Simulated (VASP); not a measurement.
Set up this calculation in VASP 6.6.1, as the native input.

* Task: single point
* Functional: LDA
* Potentials or basis: VASP PAW LDA potentials, release 64 (Li_sv)
* Cutoff: 520 eV
* k mesh: 20 × 20 × 20
* Occupations: methfessel-paxton, width 0.1 eV
* Spin: no spin polarisation
* Dipole correction: no
* Further INCAR settings: ALGO = Normal; EDIFF = 1e-06; NBANDS = 10

The structure of Li lies in POSCAR:

```
Li
1.0
    3.3623964873      0.0000000000      0.0000000000
    0.0000000000      3.3623964873      0.0000000000
    0.0000000000      0.0000000000      3.3623964873
Li
2
Direct
    0.0000000000      0.0000000000      0.0000000000
    0.5000000000      0.5000000000      0.5000000000
```

The input as run:

INCAR

```
SYSTEM = Li
ALGO = Normal ; EDIFF = 1E-6
ENCUT = 520 ; ISIF = 2
ISMEAR = 1 ; LASPH = .TRUE.
LCHARG = .FALSE. ; LREAL = .FALSE.
LWAVE = .FALSE. ; NBANDS = 10
NELM = 100 ; PREC = Accurate
SIGMA = 0.1
```

KPOINTS

```
k-points
0
G
  20 20 20
  0 0 0
```

Potentials or basis: VASP PAW LDA potentials, release 64 (Li_sv).

Command:

```sh
$ cat potpaw_LDA.64/Li_sv/POTCAR > POTCAR
$ mpirun -np 1 vasp_std > vasp.out
```

Results of the run:

```json
{"Band gap on the k mesh": "zero (bands 3 and 4 overlap by 4.62 eV)"}
```

Wall time 24 s on 1 thread of Intel(R) Xeon(R) 6975P-C (Granite Rapids), on a shared host, peak memory 0.19 GiB.
